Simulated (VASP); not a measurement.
# Sb in VASP: notebook

The runs below take Sb through single point, relaxation of cell and atoms, with PBE.

Everything below comes from runs of VASP 6.6.1. Logs are shortened: lines on timing, memory, paths and dates and some standing lists are left out, and cuts for length are marked.

## (1) The cell of the first run

It takes space group P4/nmm (No. 129, tetragonal). The conventional cell has a = 4.455 Å, b = 4.455 Å, c = 3.060 Å, α = 90.00°, β = 90.00°, γ = 90.00°. Sb (site symmetry 4mm) has 6 Sb at 3.06 to 3.15 Å within 4.0 Å.

## (2) Single point, PBE

INCAR

```
  PREC = Accurate
  ENCUT = 520
  EDIFF = 1E-7
  ISMEAR = 0
  SIGMA = 0.1
  LREAL = False
  LASPH = True
  NELM = 60
  ALGO = Normal
  ISIF = 2
  LWAVE = False
  LCHARG = True
  GGA = PE
  LELF = True
  LVHAR = True
  NBANDS = 12
```

KPOINTS

```
regular mesh
0
Gamma
  4 4 6
```

POSCAR

```
Sb
1.0
    4.4547434501      0.0000000000      0.0000000000
    0.0000000000      4.4547434501      0.0000000000
    0.0000000000      0.0000000000      3.0602469254
Sb
2
Direct
    0.5000000000      0.0000000000      0.9978734101
    0.0000000000      0.5000000000      0.0021265899
```

Potentials or basis: VASP PAW PBE potentials, release 64 (Sb).

On the command line:

```sh
cat potpaw_PBE.64/Sb/POTCAR > POTCAR
mpirun -np 1 vasp_std > vasp.out
```

OUTCAR:

```text
PREC = Accurate
   ENCUT = 520
   EDIFF = 1E-7
   ISMEAR = 0
   LREAL = False
   LASPH = True
   NELM = 60
   ISIF = 2
   GGA = PE

 ion  position               nearest neighbor table
   1  0.500  0.000  0.998-   2 3.15   2 3.15   2 3.15   2 3.15
   2  0.000  0.500  0.002-   1 3.15   1 3.15   1 3.15   1 3.15

  LATTYP: Found a simple tetragonal cell.
 ALAT       =     4.4547434501
 C/A-ratio  =     0.6869636736

  Lattice vectors:

 A1 = (   4.4547434501,   0.0000000000,   0.0000000000)
 A2 = (   0.0000000000,   4.4547434501,   0.0000000000)
 A3 = (   0.0000000000,   0.0000000000,   3.0602469254)

Analysis of symmetry for initial positions (statically):
=====================================================================
 Subroutine PRICEL returns:
 Original cell was already a primitive cell.

 Routine SETGRP: Setting up the symmetry group for a
 simple tetragonal supercell.

 Subroutine GETGRP returns: Found 16 space group operations
 (whereof  8 operations were pure point group operations)
 out of a pool of 16 trial point group operations.

The static configuration has the point symmetry D_2d.
 The point group associated with its full space group is D_4h.

Analysis of symmetry for dynamics (positions and initial velocities):
=====================================================================
 Subroutine PRICEL returns:
 Original cell was already a primitive cell.

 Routine SETGRP: Setting up the symmetry group for a
 simple tetragonal supercell.

 Subroutine GETGRP returns: Found 16 space group operations
 (whereof  8 operations were pure point group operations)
 out of a pool of 16 trial point group operations.

The dynamic configuration has the point symmetry D_2d.
 The point group associated with its full space group is D_4h.

 Subroutine INISYM returns: Found 16 space group operations
 (whereof  8 operations are pure point group operations),
 and found     1 'primitive' translations

----------------------------------------------------------------------------------------

                                     Primitive cell

  volume of cell :      60.7298

  direct lattice vectors                    reciprocal lattice vectors
     4.454743450  0.000000000  0.000000000     0.224479818  0.000000000  0.000000000
     0.000000000  4.454743450  0.000000000     0.000000000  0.224479818  0.000000000
     0.000000000  0.000000000  3.060246925     0.000000000  0.000000000  0.326771017

  length of vectors
     4.454743450  4.454743450  3.060246925     0.224479818  0.224479818  0.326771017

  position of ions in fractional coordinates (direct lattice)
     0.500000000  0.000000000  0.997873410
     0.000000000  0.500000000  0.002126590

  ion indices of the primitive-cell ions
   primitive index   ion index
                 1           1
                 2           2

----------------------------------------------------------------------------------------

 KPOINTS: regular mesh

Automatic generation of k-mesh.
 Grid dimensions read from file:
 generate k-points for:    4    4    6

 Generating k-lattice:

  Cartesian coordinates                     Fractional coordinates (reciprocal lattice)
     0.056119955  0.000000000  0.000000000     0.250000000  0.000000000  0.000000000
     0.000000000  0.056119955  0.000000000     0.000000000  0.250000000  0.000000000
     0.000000000  0.000000000  0.054461836     0.000000000  0.000000000  0.166666667

  Length of vectors
     0.056119955  0.056119955  0.054461836

  Shift w.r.t. Gamma in fractional coordinates (k-lattice)
     0.000000000  0.000000000  0.000000000

 Subroutine IBZKPT returns following result:
 ===========================================

 Found     24 irreducible k-points:

 Following reciprocal coordinates:
            Coordinates               Weight
  0.000000  0.000000  0.000000      1.000000
  0.250000  0.000000  0.000000      4.000000
  0.500000  0.000000  0.000000      2.000000
  0.250000  0.250000  0.000000      4.000000
  0.500000  0.250000  0.000000      4.000000
  0.500000  0.500000  0.000000      1.000000
[... 16 lines left out ...]
  0.500000  0.250000  0.500000      4.000000
  0.500000  0.500000  0.500000      1.000000
   k-points           NKPTS =     24   k-points in BZ     NKDIM =     24   number of bands    NBANDS=     12
   number of dos      NEDOS =    301   number of ions     NIONS =      2
   total plane-waves  NPLWV =  31104
   dimension x,y,z NGX =    36 NGY =   36 NGZ =   24
   dimension x,y,z NGXF=    72 NGYF=   72 NGZF=   48
   ions per type =               2
   NGX,Y,Z   is equivalent  to a cutoff of  13.43, 13.43, 13.04 a.u.
   NGXF,Y,Z  is equivalent  to a cutoff of  26.87, 26.87, 26.08 a.u.
 SYSTEM =  unknown system
   PREC   = accura    normal or accurate (medium, high low for compatibility)
   ISTART =      0    job   : 0-new  1-cont  2-samecut
   ICHARG =      2    charge: 1-file 2-atom 10-const
   ISPIN  =      1    spin polarized calculation?
   LNONCOLLINEAR =      F non collinear calculations
   LSORBIT =      F    spin-orbit coupling
   LASPH  =      T    aspherical Exc in radial PAW
   ENCUT  =  520.0 eV  38.22 Ry    6.18 a.u.   8.28  8.28  5.69*2*pi/ulx,y,z
   NELM   =     60;   NELMIN=  2; NELMDL= -5     # of ELM steps
   EDIFF  = 0.1E-06   stopping-criterion for ELM
   LREAL  =      F    real-space projection
   EDIFFG = 0.1E-05   stopping-criterion for IOM
   NSW    =      0    number of steps for IOM
   IBRION =     -1    ionic relax: 0-MD 1-quasi-New 2-CG
   NFREE  =      0    steps in history (QN), initial steepest desc. (CG)
   ISIF   =      2    stress and relaxation
   ISYM   =      2    0-nonsym 1-usesym 2-fastsym
   POTIM  = 0.5000    time-step for ionic-motion
   TEBEG  =    0.0;   TEEND  =   0.0 temperature during run
   PSTRESS=    0.0 pullay stress
   NELECT =      10.0000    total number of electrons
   NUPDOWN=      -1.0000    fix difference up-down
   EMIN   =  10.00;   EMAX   =-10.00  energy-range for DOS
   EFERMI =   0.00;   METHOD = LEGACY
   ISMEAR =     0;   SIGMA  =   0.10  broadening in eV -4-tet -1-fermi 0-gaus
   EFERMI_NEDOS =   21; number of points for ismear=-14 and -15
   IALGO  =     38    algorithm
   IMIX   =      4    mixing-type and parameters
     AMIX     =   0.40;   BMIX     =  1.00
     AMIX_MAG =   1.60;   BMIX_MAG =  1.00
  volume/ion in A,a.u.               =      30.36       204.91
  Fermi-wavevector in a.u.,A,eV,Ry     =   0.897307  1.695664 10.954856  0.805159
  Thomas-Fermi vector in A             =   2.019874
   LORBIT       =      0    0 simple, 1 ext, 2 COOP (PROOUT), +10 PAW based schemes
   GGA     = PE    functional components
   LHFCALC =     F    Hartree Fock is set to
   AEXX    =    0.0000 exact exchange contribution
   IVDW    =     0    specifies the selected vdW correction
   LEPSILON=     F    determine dielectric tensor
   LRPA    =     F    only Hartree local field effects (RPA)
 non-spin polarized calculation
 Gauss-broadening in eV      SIGMA  =   0.10
  energy-cutoff  :      520.00
  volume of cell :       60.73
 maximum number of plane-waves:      1654
 NGX is ok and might be reduce to    36

 number of electron      10.0000000 magnetization

 Free energy of the ion-electron system (eV)
  ---------------------------------------------------
  ext. energy  EPLUGINS =         0.00000000
  ---------------------------------------------------
  free energy    TOTEN  =        -8.23938962 eV

  energy without entropy =       -8.23219058  energy(sigma->0) =       -8.23579010

 E-fermi :   6.8988     XC(G=0):  -9.5469

 val. band max:        6.8956307278   @ k =   0.5000   0.0000   0.3333
 cond. band min:       6.9035631184   @ k =   0.2500   0.2500   0.0000
 fundamental gap:      0.0079323906
 Fermi energy:         6.8988096871

 k-point     1 :       0.0000    0.0000    0.0000
  band No.  band energies     occupation
      1      -5.3403      2.00000
      2      -0.7497      2.00000
      3       3.4049      2.00000
      4       3.4049      2.00000
      5       9.1116      0.00000
      6       9.8688      0.00000
      7       9.8688      0.00000
      8      10.6881      0.00000
      9      13.6323      0.00000
     10      13.8730      0.00000
     11      14.4426      0.00000
     12      15.2116      0.00000

 k-point     2 :       0.2500    0.0000    0.0000
  band No.  band energies     occupation
      1      -4.9126      2.00000
      2      -1.9047      2.00000
      3       3.9381      2.00000
      4       4.2099      2.00000
      5       7.8807      0.00000
      6       8.0767      0.00000
      7      10.8135      0.00000
      8      11.1047      0.00000
      9      13.6952      0.00000
     10      14.9283      0.00000
     11      16.2559      0.00000
     12      16.9693      0.00000

 k-point     3 :       0.5000    0.0000    0.0000
  band No.  band energies     occupation
      1      -3.6795      2.00000
      2      -3.6795      2.00000
      3       5.4921      2.00000
      4       5.4921      2.00000
      5       5.8361      2.00000
      6       5.8361      2.00000
      7      12.2489      0.00000
      8      12.2489      0.00000
      9      14.8213      0.00000
     10      14.8213      0.00000
     11      16.2558      0.00000
     12      16.2558      0.00000

 k-point     4 :       0.2500    0.2500    0.0000
  band No.  band energies     occupation
      1      -4.5115      2.00000
      2      -2.2554      2.00000
      3       2.2507      2.00000
      4       4.8675      2.00000
      5       6.9036      0.94640
      6      10.6388      0.00000
      7      11.4653      0.00000
      8      11.9990      0.00000
      9      13.3470      0.00000
     10      14.4694      0.00000
     11      15.6406      0.00000
     12      17.8621      0.00000

 k-point     5 :       0.5000    0.2500    0.0000
  band No.  band energies     occupation
      1      -3.4240      2.00000
      2      -3.4240      2.00000
      3       2.7245      2.00000
      4       2.7245      2.00000
      5       9.3404      0.00000
      6       9.3404      0.00000
      7      12.3936      0.00000
      8      12.3936      0.00000
      9      15.4438      0.00000
     10      15.4438      0.00000
     11      16.3572      0.00000
     12      16.3572      0.00000
[... 228 lines left out ...]
      1      -1.0253      2.00000
      2      -1.0253      2.00000
      3       2.9294      2.00000
      4       2.9294      2.00000
      5       7.6261      0.00000
      6       7.6261      0.00000
      7       8.4139      0.00000
      8       8.4139      0.00000
      9      12.4032      0.00000
     10      12.4032      0.00000
     11      13.3215      0.00000
     12      13.3215      0.00000

 k-point    22 :       0.2500    0.2500    0.5000
  band No.  band energies     occupation
      1      -1.8832      2.00000
      2       0.5390      2.00000
      3       2.1750      2.00000
      4       4.0318      2.00000
      5       4.4166      2.00000
      6       7.2030      0.00002
      7       9.2547      0.00000
      8      10.0040      0.00000
      9      12.0322      0.00000
     10      12.8043      0.00000
     11      14.3690      0.00000
     12      14.6207      0.00000

 k-point    23 :       0.5000    0.2500    0.5000
  band No.  band energies     occupation
      1      -0.7333      2.00000
      2      -0.7333      2.00000
      3       3.1021      2.00000
      4       3.1021      2.00000
      5       4.9901      2.00000
      6       4.9901      2.00000
      7      10.2150      0.00000
      8      10.2150      0.00000
      9      11.6961      0.00000
     10      11.6961      0.00000
     11      16.3801      0.00000
     12      16.3801      0.00000

 k-point    24 :       0.5000    0.5000    0.5000
  band No.  band energies     occupation
      1      -0.3477      2.00000
      2      -0.3477      2.00000
      3       3.2993      2.00000
      4       3.2993      2.00000
      5       3.6724      2.00000
      6       3.6724      2.00000
      7       9.1881      0.00000
      8       9.1881      0.00000
      9      13.8887      0.00000
     10      13.8887      0.00000
     11      19.5375      0.00000
     12      19.5378      0.00000

------------------------ aborting loop because EDIFF is reached ----------------------------------------

  FORCE on cell =-STRESS in cart. coord.  units (eV):
  Direction    XX          YY          ZZ          XY          YZ          ZX
  --------------------------------------------------------------------------------------
  -------------------------------------------------------------------------------------
  Total       -0.0495080     -0.0495080      0.0255984      0.0000000      0.0000000      0.0000000
  in kB       -1.3061243     -1.3061243      0.6753382      0.0000000      0.0000000      0.0000000
  external PRESSURE =      -0.6456368 kB  Pullay stress =       0.0000000 kB

 VOLUME and BASIS-vectors are now :
 -----------------------------------------------------------------------------
  energy-cutoff  :      520.00
  volume of cell :       60.73
      direct lattice vectors                 reciprocal lattice vectors
     4.454743450  0.000000000  0.000000000     0.224479818  0.000000000  0.000000000
     0.000000000  4.454743450  0.000000000     0.000000000  0.224479818  0.000000000
     0.000000000  0.000000000  3.060246925     0.000000000  0.000000000  0.326771017

 POSITION                                       TOTAL-FORCE (eV/Angst)
 -----------------------------------------------------------------------------------
      2.22737      0.00000      3.05374         0.000000      0.000000      0.008278
      0.00000      2.22737      0.00651        -0.000000      0.000000     -0.008278
 -----------------------------------------------------------------------------------
    total drift:                               -0.000000     -0.000000     -0.000000

  FREE ENERGIE OF THE ION-ELECTRON SYSTEM (eV)
  ---------------------------------------------------
  free  energy   TOTEN  =        -8.2393896225 eV

  energy  without entropy=       -8.2321905789  energy(sigma->0) =       -8.23579010
```

Run time: 14 s. Hardware: 1 thread of Intel Xeon Platinum 8488C (Sapphire Rapids), shared host; peak memory 0.17 GiB.

What came out:

```
Free energy            : -8.2394 eV
Pressure               : -0.1 GPa
Largest force          : 0.008 eV/Å
Band gap on the k mesh : zero (band 5 reaches 11.71 eV, above the bottom of band 6 at 3.67 eV)
```

Forces in eV/Å, atoms in the order of the input:
```
Sb   0.000  0.000  0.008
Sb   0.000  0.000 -0.008
```

Stress tensor (GPa, compression positive):
```
-0.13  0.00  0.00
 0.00 -0.13  0.00
 0.00  0.00  0.07
```

Levels at points of the mesh, in eV from the Fermi level:
```tsv
k point	band 2	band 3	band 4	band 5	band 6	band 7	band 8	band 9
(0.00, 0.00, 0.00)	-7.65	-3.49	-3.49	2.21	2.97	2.97	3.79	6.73
(0.50, 0.00, 0.00)	-10.58	-1.41	-1.41	-1.06	-1.06	5.35	5.35	7.92
(0.50, 0.50, 0.00)	-10.00	-5.42	-5.42	4.82	4.82	5.65	5.65	8.92
(0.00, 0.00, 0.50)	-5.49	-4.60	-1.84	-1.43	-1.43	4.80	4.80	5.02
(0.50, 0.00, 0.50)	-7.92	-3.97	-3.97	0.73	0.73	1.52	1.52	5.50
(0.50, 0.50, 0.50)	-7.25	-3.60	-3.60	-3.23	-3.23	2.29	2.29	6.99
```

Caveat: spin-orbit coupling is left out, which moves the levels of the heavy elements.

## (3) Single point, PBE

This run uses another cell than the first one: it holds 1 atom, not 2.

INCAR

```
ALGO = Normal
EDIFF = 1E-6
ENCUT = 520
GGA = PE
ISIF = 2
ISMEAR = 0
LASPH = True
LCHARG = True
LELF = True
LREAL = False
LVHAR = True
LWAVE = False
NBANDS = 8
NELM = 100
PREC = Accurate
SIGMA = 0.1
```

KPOINTS

```
k-points
0
Gamma
  18 18 18
```

POSCAR

```
Sb
1.0
    3.1093833475      0.0000000000      0.0000000000
    0.0000000000      3.1093833475      0.0000000000
    0.0000000000      0.0000000000      3.1096178798
Sb
1
Direct
    0.5000000000      0.5000000000      0.0000000000
```

Potentials or basis: VASP PAW PBE potentials, release 64 (Sb).

On the command line:

```sh
cat potpaw_PBE.64/Sb/POTCAR > POTCAR
mpirun -np 1 vasp_std > vasp.out
```

Wall time 43 s (1 thread of Intel Xeon Platinum 8488C (Sapphire Rapids), shared host); peak memory 0.25 GiB.

Results (log left out):

* Free energy: -4.0939 eV
* Pressure: 0.0 GPa

Levels at points of the mesh, in eV from the Fermi level:
```
           k point  band 1  band 2  band 3  band 4  band 5  band 6
(0.00, 0.00, 0.00)  -12.36    3.22    3.22    3.22    6.88    6.88
(0.50, 0.00, 0.00)   -9.97   -5.55    5.20    5.20    8.95   10.55
(0.50, 0.50, 0.00)   -7.43   -3.53   -3.53    2.18    7.21   12.74
(0.00, 0.00, 0.50)   -9.97   -5.55    5.20    5.20    8.95   10.55
(0.50, 0.00, 0.50)   -7.43   -3.53   -3.53    2.18    7.21   12.74
(0.50, 0.50, 0.50)   -4.60   -1.63   -1.63   -1.63    4.81    4.81
```

Caveat: spin-orbit coupling is left out, which moves the levels of the heavy elements.

(Part 1 of 2 ends here.)
